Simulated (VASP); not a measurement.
# Sr4Ti4O11 (a cell with a defect): single point with LDA

The system is Sr4Ti4O11 (a cell with a defect).

```
Sr Ti O
1.0
    -3.85402    3.85402    3.85402
     3.85402   -3.85402    3.85402
     3.85402    3.85402   -3.85402
Sr Ti O
4 4 11
Cartesian
  -0.0128 -0.0128 0.0000
  0.0128 0.0128 3.8540
  -0.0128 3.8668 0.0000
  3.8668 -0.0128 0.0000
  1.9270 1.9270 2.0405
  1.9270 1.9270 -2.0405
  1.9270 -1.9270 1.9270
  -1.9270 1.9270 1.9270
  1.9270 0.0449 1.7748
  -1.9270 3.8989 2.0792
  1.9270 3.8092 1.7748
  1.9270 3.8092 -1.7748
  1.9270 1.9270 3.8540
  -1.9270 1.9270 3.8540
  1.9270 -1.9270 3.8540
  0.0449 1.9270 1.7748
  3.8989 -1.9270 2.0792
  3.8092 1.9270 -1.7748
  3.8092 1.9270 1.7748
```

```yaml
Program: VASP 6.6.1
Task: single point
Functional: LDA
Potentials_or_basis: VASP PAW LDA potentials, release 64 (Sr_sv, Ti_sv, O)
Cutoff: 520 eV
k_mesh: 3 × 3 × 3
Occupations: gaussian, width 0.02 eV
Spin: no spin polarisation
Dipole_correction: no
Charge: 2
Further_INCAR_settings: LREAL = Auto; ALGO = Normal; EDIFF = 1e-06; NBANDS = 92; NELECT = 152.0
```

```json
{
 "Largest force": "0.137 eV/Å"
}
```

Forces on the atoms (eV/Å):
```
Sr   0.003  0.003  0.000
Sr  -0.003 -0.003  0.000
Sr   0.003 -0.003  0.000
Sr  -0.003  0.003  0.000
Ti   0.000  0.000 -0.137
Ti   0.000  0.000  0.137
Ti   0.000  0.000  0.000
Ti   0.000  0.000  0.000
O    0.000 -0.017 -0.003
O    0.000 -0.017  0.003
O    0.000  0.017 -0.003
O    0.000  0.017  0.003
O    0.000  0.000  0.000
O    0.000  0.000  0.000
O    0.000  0.000  0.000
O   -0.017  0.000 -0.003
O   -0.017  0.000  0.003
O    0.017  0.000  0.003
O    0.017  0.000 -0.003
```

Levels at points of the mesh, in eV from the Fermi level:
```csv
k point,band 73,band 74,band 75,band 76,band 77,band 78,band 79,band 80
"(0.00, 0.00, 0.00)",-1.03,-0.37,-0.37,-0.17,1.70,1.96,1.96,2.22
```

It took 3.2 min on 1 thread of AMD EPYC 9R45 96-Core Processor (Zen 5), with other jobs on the host, peak memory 0.3 GiB.

Caveat: the cell carries a net charge on a neutralising background, which shifts energy and pressure; the cell is charged against a uniform background, so pressure and absolute levels hang on convention.
